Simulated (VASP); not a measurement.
# HfSiO4 (P-4m2) in VASP: notebook, part 2 of 2

VASP 6.6.1.

### Step 3. Single point, r2SCAN

This run uses another cell than the first one, of 10.26 Å³/atom.

POSCAR

```
HfSiO4
1.0
    3.2856928626      0.0000000000      0.0000000000
    0.0000000000      3.2856928626      0.0000000000
    0.0000000000      0.0000000000      5.7004959659
Hf Si O
1 1 4
Direct
    0.5000000000      0.5000000000      0.5000000000
    0.0000000000      0.0000000000      0.0000000000
    0.5000000000      0.0000000000      0.6763713356
    0.0000000000      0.5000000000      0.8779573389
    0.0000000000      0.5000000000      0.3236286644
    0.5000000000      0.0000000000      0.1220426611
```

INCAR.step1

```
PREC = Accurate ; ENCUT = 520
ISMEAR = -1 ; SIGMA = 0.02
LREAL = F ; LASPH = T
NELM = 60 ; NBANDS = 28
GGA = PE ; ALGO = Normal
EDIFF = 1E-4 ; LWAVE = T
LCHARG = F
```

INCAR.step2

```
PREC = Accurate ; ENCUT = 520
EDIFF = 1E-6 ; ISMEAR = -1
SIGMA = 0.02 ; LREAL = F
LASPH = T ; NELM = 60
ALGO = Normal ; ISIF = 2
LWAVE = F ; LCHARG = T
METAGGA = R2SCAN ; LMIXTAU = T
LELF = T ; LVHAR = T
NBANDS = 28 ; ISTART = 1
```

KPOINTS

```
regular mesh
0
Gamma
  8 8 4
```

Potentials or basis: VASP PAW PBE potentials, release 64 (Hf_pv, Si, O).

Launch:

```bash
> cat potpaw_PBE.64/Hf_pv/POTCAR potpaw_PBE.64/Si/POTCAR potpaw_PBE.64/O/POTCAR > POTCAR
> cp INCAR.step1 INCAR
> mpirun -np 1 vasp_std > vasp.out
> cp INCAR.step2 INCAR
> mpirun -np 1 vasp_std > vasp.out
```

OUTCAR:

```text
PREC = Accurate
   ENCUT = 520
   EDIFF = 1E-6
   ISMEAR = -1
   LREAL = F
   LASPH = T
   NELM = 60
   ISIF = 2
   METAGGA = R2SCAN
   ISTART = 1

 ion  position               nearest neighbor table
   1  0.500  0.500  0.500-   3 1.93   5 1.93   3 1.93   5 1.93   4 2.71   6 2.71   4 2.71   6 2.71

   2  0.000  0.000  0.000-   4 1.78   6 1.78   4 1.78   6 1.78   5 2.47   5 2.47   3 2.47   3 2.47

[... 954 lines left out ...]
  -------------------------------------------------------------------------------------
  Total       -0.3705279     -0.3705279     -0.6486608      0.0000000      0.0000000     -0.0000000
  in kB       -9.6463918     -9.6463918    -16.8873560      0.0000000      0.0000000     -0.0000000
  external PRESSURE =     -12.0600465 kB  Pullay stress =       0.0000000 kB

 VOLUME and BASIS-vectors are now :
 -----------------------------------------------------------------------------
  energy-cutoff  :      520.00
  volume of cell :       61.54
      direct lattice vectors                 reciprocal lattice vectors
     3.285692863  0.000000000  0.000000000     0.304349810  0.000000000  0.000000000
     0.000000000  3.285692863  0.000000000     0.000000000  0.304349810  0.000000000
     0.000000000  0.000000000  5.700495966     0.000000000  0.000000000  0.175423333

 POSITION                                       TOTAL-FORCE (eV/Angst)
 -----------------------------------------------------------------------------------
      1.64285      1.64285      2.85025         0.000000     -0.000000     -0.000000
      0.00000      0.00000      0.00000         0.000000      0.000000     -0.000000
      1.64285      0.00000      3.85565         0.000000      0.000000     -0.149615
      0.00000      1.64285      5.00479         0.000000      0.000000     -0.068084
      0.00000      1.64285      1.84484         0.000000      0.000000      0.149615
      1.64285      0.00000      0.69570        -0.000000      0.000000      0.068084
 -----------------------------------------------------------------------------------
    total drift:                                0.000000      0.000000     -0.000000

  FREE ENERGIE OF THE ION-ELECTRON SYSTEM (eV)
  ---------------------------------------------------
  free  energy   TOTEN  =       -95.0438459048 eV

  energy  without entropy=      -95.0438459048  energy(sigma->0) =      -95.04384590
```

OUTCAR.step1:

```text
PREC = Accurate
   ENCUT = 520
   ISMEAR = -1
   LREAL = F
   LASPH = T
[... 981 lines left out ...]
      1.64285      0.00000      3.85565        -0.000000      0.000000      0.188437
      0.00000      1.64285      5.00479         0.000000      0.000000     -0.258154
      0.00000      1.64285      1.84484         0.000000      0.000000     -0.188437
      1.64285      0.00000      0.69570        -0.000000      0.000000      0.258154
 -----------------------------------------------------------------------------------
    total drift:                                0.000000      0.000000      0.000000

  FREE ENERGIE OF THE ION-ELECTRON SYSTEM (eV)
  ---------------------------------------------------
  free  energy   TOTEN  =       -50.7969169470 eV

  energy  without entropy=      -50.7969169470  energy(sigma->0) =      -50.79691695
```

OSZICAR.step1:

```text
N       E                     dE             d eps       ncg     rms          rms(c)
DAV:   1     0.190797529629E+03    0.19080E+03   -0.21439E+04  2528   0.132E+03
DAV:   2    -0.482795753613E+02   -0.23908E+03   -0.23130E+03  3072   0.319E+02
DAV:   3    -0.586411539814E+02   -0.10362E+02   -0.10316E+02  3104   0.626E+01
DAV:   4    -0.587199537417E+02   -0.78800E-01   -0.78744E-01  3112   0.605E+00
DAV:   5    -0.587207366784E+02   -0.78294E-03   -0.78287E-03  3040   0.570E-01    0.689E+01
DAV:   6    -0.508753947625E+02    0.78453E+01   -0.28723E+01  2824   0.345E+01    0.494E+01
DAV:   7    -0.508210116183E+02    0.54383E-01   -0.15905E+00  2988   0.852E+00    0.231E+01
DAV:   8    -0.508009757382E+02    0.20036E-01   -0.17115E-01  3020   0.360E+00    0.327E+00
DAV:   9    -0.507968328406E+02    0.41429E-02   -0.19917E-02  2828   0.104E+00    0.156E+00
DAV:  10    -0.507972719627E+02   -0.43912E-03   -0.55348E-03  3128   0.604E-01    0.739E-01
DAV:  11    -0.507968754674E+02    0.39650E-03   -0.18476E-03  2956   0.377E-01    0.307E-01
DAV:  12    -0.507969169470E+02   -0.41480E-04   -0.19004E-04  2008   0.859E-02
   1 F= -.50796917E+02 E0= -.50796917E+02  d E =-.274926E-10
```

It took 3.5 min on 1 thread of Intel Xeon Platinum 8259CL at 2.50GHz (Skylake/Cascade Lake), shared host; peak memory 0.22 GiB.

What came out:

* Free energy: -95.0438 eV
* Pressure: -1.2 GPa
* Largest force: 0.150 eV/Å
* Band gap on the k mesh: 3.21 eV (least direct gap 3.44 eV)

Forces in eV/Å, atoms in the order of the input:
```
Hf   0.000  0.000  0.000
Si   0.000  0.000  0.000
O    0.000  0.000 -0.150
O    0.000  0.000 -0.068
O    0.000  0.000  0.150
O    0.000  0.000  0.068
```

Caveat: the PAW data sets were made with another functional, which shifts forces and pressure a little; spin-orbit coupling is left out, which moves the levels of the heavy elements. A k mesh can miss the band edges.

### Step 4. Single point, r2SCAN

This run uses another cell than the first one, of 10.26 Å³/atom.

POSCAR is that of step 3.

INCAR.step1

```
SYSTEM = HfSiO4
PREC = Accurate
ENCUT = 520
ISMEAR = 0
SIGMA = 0.01
LREAL = .FALSE.
LASPH = .TRUE.
NELM = 80
NBANDS = 28
GGA = PE
ALGO = Normal
EDIFF = 1E-4
LWAVE = .TRUE.
LCHARG = .FALSE.
```

INCAR.step2

```
SYSTEM = HfSiO4
PREC = Accurate
ENCUT = 520
EDIFF = 1E-6
ISMEAR = 0
SIGMA = 0.01
LREAL = .FALSE.
LASPH = .TRUE.
NELM = 80
ALGO = Normal
ISIF = 2
LWAVE = .FALSE.
LCHARG = .FALSE.
METAGGA = R2SCAN
LMIXTAU = .TRUE.
NBANDS = 28
ISTART = 1
```

KPOINTS

```
Automatic mesh
0
G
  8 8 4
  0 0 0
```

Launch:

```bash
> cat potpaw_PBE.64/Hf_pv/POTCAR potpaw_PBE.64/Si/POTCAR potpaw_PBE.64/O/POTCAR > POTCAR
> cp INCAR.step1 INCAR
> mpirun -np 1 vasp_std > vasp.out
> cp INCAR.step2 INCAR
> mpirun -np 1 vasp_std > vasp.out
```

Run time: 3.5 min. Hardware: 1 thread of Intel Xeon Platinum 8259CL at 2.50GHz (Skylake/Cascade Lake), shared host; peak memory 0.22 GiB.

Results (log left out):

```yaml
Free_energy: -95.0438 eV
Pressure: -1.2 GPa
Largest_force: 0.150 eV/Å
Band_gap_on_the_k_mesh: 3.21 eV (least direct gap 3.44 eV)
```

Forces on the atoms (eV/Å):
```
Hf   0.000  0.000  0.000
Si   0.000  0.000  0.000
O    0.000  0.000 -0.150
O    0.000  0.000 -0.068
O    0.000  0.000  0.150
O    0.000  0.000  0.068
```

Stress tensor (GPa, compression positive):
```
-0.96  0.00  0.00
 0.00 -0.96  0.00
 0.00  0.00 -1.69
```

Levels at points of the mesh, in eV from the valence-band top:
```csv
k point,band 15,band 16,band 17,band 18,band 19,band 20,band 21,band 22,band 23,band 24
"(0.00, 0.00, 0.00)",-1.74,-1.74,-0.56,-0.23,-0.23,3.21,6.67,6.88,7.38,8.50
"(0.50, 0.00, 0.00)",-1.49,-1.48,-1.38,-0.84,-0.81,5.26,6.63,6.79,7.21,8.32
"(0.50, 0.50, 0.00)",-1.71,-1.13,-1.02,-1.02,-0.33,6.19,6.19,7.04,7.12,9.76
"(0.00, 0.00, 0.50)",-2.23,-2.23,-2.00,-0.18,-0.18,4.28,5.56,6.68,8.23,8.85
"(0.50, 0.00, 0.50)",-2.27,-1.70,-1.31,-0.90,-0.72,5.49,6.47,6.90,7.66,9.20
"(0.50, 0.50, 0.50)",-1.72,-1.46,-1.26,-1.26,0.00,6.52,6.52,6.79,7.06,9.88
```

Caveat: the PAW data sets were made with another functional, which shifts forces and pressure a little; spin-orbit coupling is left out, which moves the levels of the heavy elements.

### Step 5. Relaxation of cell and atoms, PBEsol

INCAR

```
SYSTEM = HfSiO4
PREC = Accurate
ENCUT = 600
EDIFF = 1E-6
ISMEAR = -1
SIGMA = 0.02
LREAL = .False.
LASPH = .True.
NELM = 80
ALGO = Normal
ISIF = 3
LWAVE = .False.
LCHARG = .False.
GGA = PS
IBRION = 2
NSW = 80
EDIFFG = -0.005
```

KPOINTS

```
Automatic mesh
0
Gamma
  8 8 4
  0 0 0
```

POSCAR

```
HfSiO4
1.0
    3.3161167676      0.0000000000      0.0000000000
    0.0000000000      3.3161167676      0.0000000000
    0.0000000000      0.0000000000      5.7690042030
Hf Si O
1 1 4
Direct
    0.5000000000      0.5000000000      0.5000000000
    0.0000000000      0.0000000000      0.0000000000
    0.5000000000      0.0000000000      0.6754318928
    0.0000000000      0.5000000000      0.8776218056
    0.0000000000      0.5000000000      0.3245681072
    0.5000000000      0.0000000000      0.1223781944
```

Launch:

```bash
> cat potpaw_PBE.64/Hf_pv/POTCAR potpaw_PBE.64/Si/POTCAR potpaw_PBE.64/O/POTCAR > POTCAR
> mpirun -np 1 vasp_std > vasp.out
```

It took 14 min on 1 thread of Intel Xeon Platinum 8259CL at 2.50GHz (Skylake/Cascade Lake), shared host; peak memory 0.25 GiB.

Results (log left out):

```yaml
Free_energy: -53.4478 eV
Relaxed_volume: 9.84 Å³/atom
Relaxed_cell: a = 3.313 Å, b = 3.313 Å, c = 5.383 Å, α = 90.00°, β = 90.00°, γ = 90.00°
Space_group_after_relaxing_to_0.1_Å: P-4m2 (No. 115)
Energy_gained_by_relaxing: 21.2 meV/atom
Ionic_steps: 18
Pressure_after_relaxing: 0.0 GPa
Largest_force_after_relaxing: 0.005 eV/Å
Band_gap_on_the_k_mesh: 2.22 eV (least direct gap 2.34 eV)
```

Forces in eV/Å, atoms in the order of the input:
```
Hf   0.000  0.000  0.000
Si   0.000  0.000  0.000
O    0.000  0.000 -0.001
O    0.000  0.000 -0.005
O    0.000  0.000  0.001
O    0.000  0.000  0.005
```

Step by step:
```csv
step,energy change (eV),largest force (eV/Å),pressure (GPa),volume (Å³)
1,0.0000,0.2283,-7.49,63.44
2,0.0392,1.1132,11.14,59.01
3,-0.0485,0.3138,-0.24,61.50
4,-0.0653,0.2402,-0.08,61.06
5,-0.0952,0.4471,0.76,59.74
6,-0.1098,0.3099,-0.05,59.70
7,-0.1233,0.1017,-2.10,59.58
8,-0.1243,0.0604,-1.72,59.61
9,-0.1250,0.1834,1.18,58.82
10,-0.1267,0.0724,-0.15,59.18
11,-0.1271,0.0291,0.04,59.09
12,-0.1271,0.0174,0.06,59.07
13,-0.1271,0.0162,0.04,59.07
14,-0.1271,0.0187,0.06,59.06
15,-0.1271,0.0169,0.09,59.06
16,-0.1271,0.0133,-0.11,59.09
17,-0.1271,0.0147,-0.06,59.08
18,-0.1272,0.0049,-0.03,59.07
```

Final structure:
```yaml
crystal:
  lattice:
    - [3.31256, 0.00000, 0.00000]
    - [0.00000, 3.31256, 0.00000]
    - [0.00000, 0.00000, 5.38287]
  atoms:
    - { symbol: Hf, position: [0.50000, 0.50000, 0.50000] }
    - { symbol: Si, position: [0.00000, 0.00000, 0.00000] }
    - { symbol: O, position: [0.50000, 0.00000, 0.68637] }
    - { symbol: O, position: [0.00000, 0.50000, 0.86015] }
    - { symbol: O, position: [0.00000, 0.50000, 0.31363] }
    - { symbol: O, position: [0.50000, 0.00000, 0.13985] }
```

Levels at points of the mesh, in eV from the valence-band top:
| k point | band 16 | band 17 | band 18 | band 19 | band 20 | band 21 | band 22 | band 23 |
| --- | --- | --- | --- | --- | --- | --- | --- | --- |
| (0.00, 0.00, 0.00) | -1.66 | -0.35 | -0.12 | -0.12 | 2.22 | 6.04 | 6.32 | 6.71 |
| (0.50, 0.00, 0.00) | -1.63 | -1.14 | -0.82 | -0.81 | 4.70 | 5.84 | 6.16 | 6.84 |
| (0.50, 0.50, 0.00) | -0.88 | -0.88 | -0.88 | -0.52 | 6.06 | 6.38 | 6.38 | 6.68 |
| (0.00, 0.00, 0.50) | -2.32 | -2.21 | -0.08 | -0.08 | 3.37 | 4.69 | 6.06 | 7.77 |
| (0.50, 0.00, 0.50) | -1.81 | -1.32 | -1.12 | -0.89 | 4.94 | 5.89 | 6.32 | 7.62 |
| (0.50, 0.50, 0.50) | -1.28 | -1.28 | -1.13 | 0.00 | 6.01 | 6.68 | 6.75 | 6.75 |

Caveat: the PAW data sets were made with another functional, which shifts forces and pressure a little; spin-orbit coupling is left out, which moves the levels of the heavy elements.

### Step 6. Relaxation of cell and atoms, PBE

This run uses another cell than the first one, of 8.30 Å³/atom.

INCAR

```
SYSTEM = HfSiO4
ALGO = Normal
EDIFF = 1E-6
EDIFFG = -0.005
ENCUT = 600
GGA = PE
IBRION = 2
ISIF = 3
ISMEAR = -1
LASPH = .TRUE.
LCHARG = .FALSE.
LREAL = .FALSE.
LWAVE = .FALSE.
NELM = 100
NSW = 80
PREC = Accurate
SIGMA = 0.02
```

KPOINTS

```
k-points
0
G
  8 8 6
  0 0 0
```

POSCAR

```
HfSiO4
1.0
    3.2475012800      0.0000000000      0.0000000000
    0.0000000000      3.2475012800      0.0000000000
    0.0000000000      0.0000000000      4.7204987800
Hf Si O
1 1 4
Direct
    0.5000000000      0.5000000000      0.5000000000
    0.0000000000      0.0000000000      0.0000000000
    0.5000000000      0.0000000000      0.6972078800
    0.0000000000      0.5000000000      0.8027921200
    0.0000000000      0.5000000000      0.3027921200
    0.5000000000      0.0000000000      0.1972078800
```

Potentials or basis: VASP PAW PBE potentials, release 64 (Hf_pv, Si, O).

Launch:

```bash
> cat potpaw_PBE.64/Hf_pv/POTCAR potpaw_PBE.64/Si/POTCAR potpaw_PBE.64/O/POTCAR > POTCAR
> mpirun -np 1 vasp_std > vasp.out
```

Run time: 21 min. Hardware: 1 thread of Intel Xeon Platinum 8259CL at 2.50GHz (Skylake/Cascade Lake), shared host; peak memory 0.25 GiB.

It converged, with:

* Free energy: -50.8022 eV
* Relaxed volume: 10.30 Å³/atom
* Relaxed cell: a = 3.332 Å, b = 3.332 Å, c = 5.564 Å, α = 90.00°, β = 90.00°, γ = 90.00°
* Space group after relaxing (to 0.1 Å): P-4m2 (No. 115)
* Energy gained by relaxing: 447.9 meV/atom
* Ionic steps: 24
* Pressure after relaxing: 0.0 GPa
* Largest force after relaxing: 0.005 eV/Å
* Band gap on the k mesh: 2.21 eV (least direct gap 2.33 eV)

Forces on the atoms (eV/Å):
```
Hf   0.000  0.000  0.000
Si   0.000  0.000  0.000
O    0.000  0.000  0.004
O    0.000  0.000  0.005
O    0.000  0.000 -0.004
O    0.000  0.000 -0.005
```

Step by step:
```
step  energy change (eV)  largest force (eV/Å)  pressure (GPa)  volume (Å³)
   1              0.0000                4.4042           63.93        49.78
   2              1.8635                4.4156          -39.09        77.65
   3             -2.0840                1.3646           -4.80        59.37
   4             -2.1046                1.1028           -1.38        58.57
   5             -2.1065                0.9951            0.04        58.26
   6             -2.3332                1.0537           -0.75        58.88
   7             -2.4704                1.3958            0.05        59.70
   8             -2.6326                0.6154            1.15        60.17
   9             -2.6751                0.0741            2.54        60.53
  10             -2.6754                0.0940            2.67        60.56
  11             -2.6801                0.1836           -1.98        61.92
  12             -2.6827                0.0802           -0.29        61.41
  13             -2.6856                0.0400           -0.27        61.53
  14             -2.6862                0.0951           -0.26        61.63
  15             -2.6869                0.0566            0.39        61.53
  16             -2.6869                0.0477            0.48        61.51
  17             -2.6873                0.0118            0.24        61.59
  18             -2.6874                0.0292            0.11        61.65
  19             -2.6874                0.0333            0.08        61.66
  20             -2.6875                0.0260           -0.01        61.71
  21             -2.6876                0.0112           -0.16        61.80
  22             -2.6876                0.0212            0.11        61.77
  23             -2.6876                0.0106           -0.01        61.78
  24             -2.6876                0.0049           -0.01        61.78
```

Final structure:
```xyz
6
Lattice="3.3322 0.0000 0.0000 0.0000 3.3322 0.0000 0.0000 0.0000 5.5635" Properties=species:S:1:pos:R:3 pbc="T T T"
Hf    1.6661    1.6661    2.7818
Si    0.0000    0.0000    0.0000
O     1.6661    0.0000    3.7815
O     0.0000    1.6661    4.8308
O     3.3322    1.6661    1.7820
O     1.6661    0.0000    0.7328
```

Levels at points of the mesh, in eV from the valence-band top:
```
           k point  band 16  band 17  band 18  band 19  band 20  band 21  band 22  band 23
(0.00, 0.00, 0.00)    -1.62    -0.38    -0.12    -0.12     2.21     6.05     6.14     6.71
(0.50, 0.00, 0.00)    -1.41    -1.12    -0.81    -0.77     4.43     5.99     6.21     6.64
(0.50, 0.50, 0.00)    -0.91    -0.84    -0.84    -0.40     5.98     5.98     6.34     6.51
(0.00, 0.00, 0.50)    -2.19    -2.02    -0.08    -0.08     3.23     4.83     6.07     7.59
(0.50, 0.00, 0.50)    -1.61    -1.21    -0.97    -0.73     4.63     5.89     6.35     7.27
(0.50, 0.50, 0.50)    -1.20    -1.20    -1.18     0.00     6.18     6.33     6.33     6.51
```

Caveat: the volume moved by over 15 % at a fixed basis, so the end points are rough; spin-orbit coupling is left out, which moves the levels of the heavy elements.

### Step 7. Overview

| task | level | cell | k mesh | cutoff (eV) | smearing | gap on the mesh (eV) | pressure (GPa) | relaxed volume (Å³/atom) | largest force (eV/Å) |
| --- | --- | --- | --- | --- | --- | --- | --- | --- | --- |
| single point | PBE | a = 3.316, b = 3.316, c = 5.769 Å, 6 atoms, atomic positions A | 8 × 8 × 6 | 520 | fermi-dirac 0.02 eV | 2.28 | -1.1 | - | 0.13 |
| single point | r2SCAN | a = 3.286, b = 3.286, c = 5.700 Å, 6 atoms, atomic positions A | 8 × 8 × 4 | 520 | fermi-dirac 0.02 eV | 3.21 | -1.2 | - | 0.15 |
| single point | r2SCAN | a = 3.286, b = 3.286, c = 5.700 Å, 6 atoms, atomic positions A | 8 × 8 × 4 | 520 | gaussian 0.01 eV | 3.21 | -1.2 | - | 0.15 |
| relaxation of cell and atoms | PBEsol | relaxed from a = 3.316, b = 3.316, c = 5.769 Å, 6 atoms, atomic positions A | 8 × 8 × 4 | 600 | fermi-dirac 0.02 eV | 2.22 | 0.0 | 9.84 | - |
| relaxation of cell and atoms | PBE | relaxed from a = 3.248, b = 3.248, c = 4.720 Å, 6 atoms, atomic positions B | 8 × 8 × 6 | 600 | fermi-dirac 0.02 eV | 2.21 | 0.0 | 10.30 | - |

Alike in all rows: potentials or basis VASP PAW PBE potentials, release 64 (Hf_pv, Si, O); no spin polarisation.

Caveats: spin-orbit coupling is left out, which moves the levels of the heavy elements; the PAW data sets were made with another functional, which shifts forces and pressure a little (at least some runs); the volume moved by over 15 % at a fixed basis, so the end points are rough (at least some runs).

Absolute energies hang on the potentials; compare differences alone.
